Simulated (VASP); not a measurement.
# K (Fd-3m) in VASP: further runs

Runs on K. Level: LDA. Tasks: relaxation of cell and atoms.

Everything below comes from runs of VASP 6.6.1. Logs are shortened: lines on timing, memory, paths and dates and some standing lists are left out, and cuts for length are marked.

## Step 1: The cell of the first run

Symmetry: Fd-3m, No. 227, cubic system. The conventional cell has a = 8.595 Å, b = 8.595 Å, c = 8.595 Å, α = 90.00°, β = 90.00°, γ = 90.00°. Within 4.9 Å of K (site symmetry -43m) lie 4 K at 3.72 Å.

This isn't the form of K at room conditions, which is bcc.

## Step 2: Relaxation of cell and atoms, LDA, target pressure 0.041 GPa, at which the enthalpy is minimised

INCAR reads:

```
PREC = Accurate ; ENCUT = 600
EDIFF = 1E-6 ; ISMEAR = -1
SIGMA = 0.05 ; LREAL = F
LASPH = T ; NELM = 60
ALGO = Normal ; ISIF = 3
LWAVE = F ; LCHARG = F
IBRION = 2 ; NSW = 60
EDIFFG = -0.005 ; PSTRESS = 0.41000000000000003
```

KPOINTS reads:

```
regular mesh
0
Gamma
  8 8 8
```

POSCAR reads:

```
K
1.0
    0.0000000000      4.2975797017      4.2975797017
    4.2975797017      0.0000000000      4.2975797017
    4.2975797017      4.2975797017      0.0000000000
K
2
Direct
   -0.1250000000     -0.1250000000     -0.1250000000
    0.1250000000      0.1250000000      0.1250000000
```

Potentials or basis: VASP PAW LDA potentials, release 64 (K_sv).

Started as:

```bash
$ cat potpaw_LDA.64/K_sv/POTCAR > POTCAR
$ mpirun -np 1 vasp_std > vasp.out
```

OUTCAR:

```text
PREC = Accurate
   ENCUT = 600
   EDIFF = 1E-6
   ISMEAR = -1
   LREAL = F
   LASPH = T
   NELM = 60
   ISIF = 3
   IBRION = 2
   NSW = 60
   EDIFFG = -0.005
   PSTRESS = 0.41000000000000003

 ion  position               nearest neighbor table
   1  0.875  0.875  0.875-   2 3.72   2 3.72   2 3.72   2 3.72
   2  0.125  0.125  0.125-   1 3.72   1 3.72   1 3.72   1 3.72

  LATTYP: Found a face centered cubic cell.
 ALAT       =     8.5951594034

  Lattice vectors:

 A1 = (   0.0000000000,   4.2975797017,   4.2975797017)
 A2 = (   4.2975797017,   0.0000000000,   4.2975797017)
 A3 = (   4.2975797017,   4.2975797017,   0.0000000000)

Analysis of symmetry for initial positions (statically):
=====================================================================
 Subroutine PRICEL returns:
 Original cell was already a primitive cell.

 Routine SETGRP: Setting up the symmetry group for a
 face centered cubic supercell.

 Subroutine GETGRP returns: Found 48 space group operations
 (whereof 12 operations were pure point group operations)
 out of a pool of 48 trial point group operations.

The static configuration has the point symmetry D_3d.
 The point group associated with its full space group is O_h .

Analysis of symmetry for dynamics (positions and initial velocities):
=====================================================================
 Subroutine PRICEL returns:
 Original cell was already a primitive cell.

 Routine SETGRP: Setting up the symmetry group for a
 face centered cubic supercell.

 Subroutine GETGRP returns: Found 48 space group operations
 (whereof 12 operations were pure point group operations)
 out of a pool of 48 trial point group operations.

The dynamic configuration has the point symmetry D_3d.
 The point group associated with its full space group is O_h .

 Subroutine INISYM returns: Found 48 space group operations
 (whereof 12 operations are pure point group operations),
 and found     1 'primitive' translations

----------------------------------------------------------------------------------------

                                     Primitive cell

  volume of cell :     158.7456

  direct lattice vectors                    reciprocal lattice vectors
     0.000000000  4.297579702  4.297579702    -0.116344555  0.116344555  0.116344555
     4.297579702  0.000000000  4.297579702     0.116344555 -0.116344555  0.116344555
     4.297579702  4.297579702  0.000000000     0.116344555  0.116344555 -0.116344555

  length of vectors
     6.077695500  6.077695500  6.077695500     0.201514681  0.201514681  0.201514681

  position of ions in fractional coordinates (direct lattice)
[... 101 lines left out ...]
  Fermi-wavevector in a.u.,A,eV,Ry     =   0.792377  1.497375  8.542566  0.627861
  Thomas-Fermi vector in A             =   1.898103
   LORBIT       =      0    0 simple, 1 ext, 2 COOP (PROOUT), +10 PAW based schemes
   GGA     = CA    functional components
   LHFCALC =     F    Hartree Fock is set to
   AEXX    =    0.0000 exact exchange contribution
   IVDW    =     0    specifies the selected vdW correction
   LEPSILON=     F    determine dielectric tensor
   LRPA    =     F    only Hartree local field effects (RPA)
 conjugate gradient relaxation of ions
 non-spin polarized calculation
  energy-cutoff  :      600.00
  volume of cell :      158.75
 maximum number of plane-waves:      5346
 NGX is ok and might be reduce to    50
   NGX = 25   NGY = 25   NGZ = 25

--------------------------------------- Ionic step        1  -------------------------------------------

 number of electron      17.9999998 magnetization

 Free energy of the ion-electron system (eV)
  ---------------------------------------------------
  ext. energy  EPLUGINS =         0.00000000
  ---------------------------------------------------
  free energy    TOTEN  =        -1.67339979 eV

  energy without entropy =       -1.66189132  energy(sigma->0) =       -1.66764555

------------------------ aborting loop because EDIFF is reached ----------------------------------------

  FORCE on cell =-STRESS in cart. coord.  units (eV):
  Direction    XX          YY          ZZ          XY          YZ          ZX
  --------------------------------------------------------------------------------------
  -------------------------------------------------------------------------------------
  Total        0.3884844      0.3884844      0.3884844      0.0000000     -0.0000000      0.0000000
  in kB        3.9208689      3.9208689      3.9208689      0.0000000     -0.0000000      0.0000000
  external PRESSURE =       3.5108689 kB  Pullay stress =       0.4100000 kB
[... 139 lines left out ...]
--------------------------------------- Ionic step        5  -------------------------------------------

 number of electron      18.0000000 magnetization

 Free energy of the ion-electron system (eV)
  ---------------------------------------------------
  ext. energy  EPLUGINS =         0.00000000
  ---------------------------------------------------
  free energy    TOTEN  =        -1.70619214 eV

  energy without entropy =       -1.69364806  energy(sigma->0) =       -1.69992010

 E-fermi :  -0.6692     XC(G=0):  -5.1967

 val. band max:       -0.8097304395   @ k =   0.5000   0.0000   0.0000
 cond. band min:      -0.6599099712   @ k =  -0.3750   0.3750   0.0000
 fundamental gap:      0.1498204684
 Fermi energy:        -0.6692491743

 k-point     1 :       0.0000    0.0000    0.0000
  band No.  band energies     occupation
      1     -32.9404      2.00000
      2     -32.9123      2.00000
      3     -16.6946      2.00000
      4     -16.6946      2.00000
      5     -16.6946      2.00000
      6     -16.5920      2.00000
      7     -16.5920      2.00000
      8     -16.5920      2.00000
      9      -2.5767      2.00000
     10       1.7484      0.00000
     11       1.7484      0.00000
     12       1.7484      0.00000
     13       2.0133      0.00000
[... 354 lines left out ...]
  band No.  band energies     occupation
      1     -32.9313      2.00000
      2     -32.9214      2.00000
      3     -16.7161      2.00000
      4     -16.7101      2.00000
      5     -16.6727      2.00000
      6     -16.6161      2.00000
      7     -16.5769      2.00000
      8     -16.5718      2.00000
      9      -1.1025      1.99966
     10      -0.6326      0.64951
     11       0.7421      0.00000
     12       0.7688      0.00000
     13       1.7321      0.00000

 [... further k-points ...]

------------------------ aborting loop because EDIFF is reached ----------------------------------------

  FORCE on cell =-STRESS in cart. coord.  units (eV):
  Direction    XX          YY          ZZ          XY          YZ          ZX
  --------------------------------------------------------------------------------------
  -------------------------------------------------------------------------------------
  Total        0.0406752      0.0406752      0.0406752      0.0000000     -0.0000000      0.0000000
  in kB        0.3490121      0.3490121      0.3490121      0.0000000     -0.0000000      0.0000000
  external PRESSURE =      -0.0609879 kB  Pullay stress =       0.4100000 kB
[... 21 lines left out ...]
  energy  without entropy=       -1.6936480578  energy(sigma->0) =       -1.69992010

  enthalpy is  TOTEN    =        -1.6584092164 eV   P V=        0.0477829210

 reached required accuracy - stopping structural energy minimisation
```

CONTCAR:

```text
K
   1.00000000000000
     0.0000000000000000    4.5365232575218268    4.5365232575218268
     4.5365232575218268   -0.0000000000000000    4.5365232575218268
     4.5365232575218268    4.5365232575218268   -0.0000000000000000
  K
     2
Direct
     0.8750000000000000    0.8750000000000000    0.8750000000000000
     0.1250000000000000    0.1250000000000000    0.1250000000000000

  0.00000000E+00  0.00000000E+00  0.00000000E+00
  0.00000000E+00  0.00000000E+00  0.00000000E+00
```

Wall time 4.4 min (1 thread of Intel Xeon Platinum 8488C (Sapphire Rapids), shared host); peak memory 0.3 GiB.

What came out:

- Free energy: -1.7062 eV
- Relaxed volume: 93.36 Å³/atom
- Relaxed cell: a = 6.416 Å, b = 6.416 Å, c = 6.416 Å, α = 60.00°, β = 60.00°, γ = 60.00°
- Space group after relaxing (to 0.1 Å): Fd-3m (No. 227)
- Energy change on relaxing (the run minimises the enthalpy): -16.4 meV/atom
- Ionic steps: 5
- Pressure after relaxing: 0.0 GPa
- Band gap on the k mesh: zero (bands 9 and 10 overlap by 0.40 eV)

The path:
| step | energy change (eV) | largest force (eV/Å) | pressure (GPa) | volume (Å³) |
| --- | --- | --- | --- | --- |
| 1 | 0.0000 | 0.0000 | 0.39 | 158.75 |
| 2 | -0.0087 | 0.0000 | 0.32 | 162.78 |
| 3 | -0.0265 | 0.0000 | 0.15 | 175.27 |
| 4 | -0.0302 | 0.0000 | -0.08 | 202.15 |
| 5 | -0.0328 | 0.0000 | 0.03 | 186.72 |

Final structure:
```cif
data_structure
_symmetry_space_group_name_H-M 'P 1'
_symmetry_Int_Tables_number 1
_cell_length_a 6.4156
_cell_length_b 6.4156
_cell_length_c 6.4156
_cell_angle_alpha 60.000
_cell_angle_beta 60.000
_cell_angle_gamma 60.000
_cell_volume 186.72
loop_
_atom_site_label
_atom_site_type_symbol
_atom_site_fract_x
_atom_site_fract_y
_atom_site_fract_z
_atom_site_occupancy
K1 K 0.87500 0.87500 0.87500 1
K2 K 0.12500 0.12500 0.12500 1
```

Caveat: the cell is relaxed towards a set pressure, so the run minimises the enthalpy, not the energy; the volume moved by over 15 % at a fixed basis, so the end points are rough.

## Step 3: Relaxation of cell and atoms, LDA, target pressure 0.041 GPa, at which the enthalpy is minimised

This run uses another cell than the first one, of 92.79 Å³/atom.

INCAR reads:

```
  PREC = Accurate
  ENCUT = 600
  EDIFF = 1E-7
  ISMEAR = -1
  SIGMA = 0.05
  LREAL = False
  LASPH = True
  NELM = 60
  ALGO = Normal
  ISIF = 3
  LWAVE = False
  LCHARG = False
  IBRION = 2
  NSW = 32
  EDIFFG = -0.005
  PSTRESS = 0.41000000000000003
```

KPOINTS reads:

```
Automatic mesh
0
Gamma
  8 8 8
```

POSCAR reads:

```
K
1.0
    0.0000000000      4.5272447297      4.5272447297
    4.5272447297      0.0000000000      4.5272447297
    4.5272447297      4.5272447297      0.0000000000
K
2
Direct
   -0.1250000000     -0.1250000000     -0.1250000000
    0.1250000000      0.1250000000      0.1250000000
```

Potentials or basis: VASP PAW LDA potentials, release 64 (K_sv).

Started as:

```bash
$ cat potpaw_LDA.64/K_sv/POTCAR > POTCAR
$ mpirun -np 1 vasp_std > vasp.out
```

It took 68 s on 1 thread of Intel Xeon Platinum 8488C (Sapphire Rapids), shared host; peak memory 0.32 GiB.

It converged, with:

| Property | Result |
| --- | --- |
| Free energy | -1.7069 eV |
| Pressure after relaxing | 0.0 GPa |
| Band gap on the k mesh | zero (bands 9 and 10 overlap by 0.41 eV) |

Final structure:
```yaml
crystal:
  lattice:
    - [0.00000, 4.52724, 4.52724]
    - [4.52724, 0.00000, 4.52724]
    - [4.52724, 4.52724, 0.00000]
  atoms:
    - { symbol: K, position: [0.87500, 0.87500, 0.87500] }
    - { symbol: K, position: [0.12500, 0.12500, 0.12500] }
```

Levels at points of the mesh, in eV from the Fermi level:
```csv
k point,band 5,band 6,band 7,band 8,band 9,band 10,band 11,band 12,band 13
"(0.00, 0.00, 0.00)",-16.03,-15.92,-15.92,-15.92,-1.92,2.42,2.42,2.42,2.68
"(0.50, 0.00, 0.00)",-16.02,-15.93,-15.91,-15.91,-0.69,-0.14,2.13,2.13,2.58
"(0.50, 0.50, 0.00)",-15.98,-15.98,-15.90,-15.90,0.01,0.01,1.38,1.38,1.89
```

Caveat: the relaxation stopped at its first step, so nothing moved; the cell is relaxed towards a set pressure, so the run minimises the enthalpy, not the energy.

The gap in the log of VASP goes by the Fermi energy; the results here count the filled bands.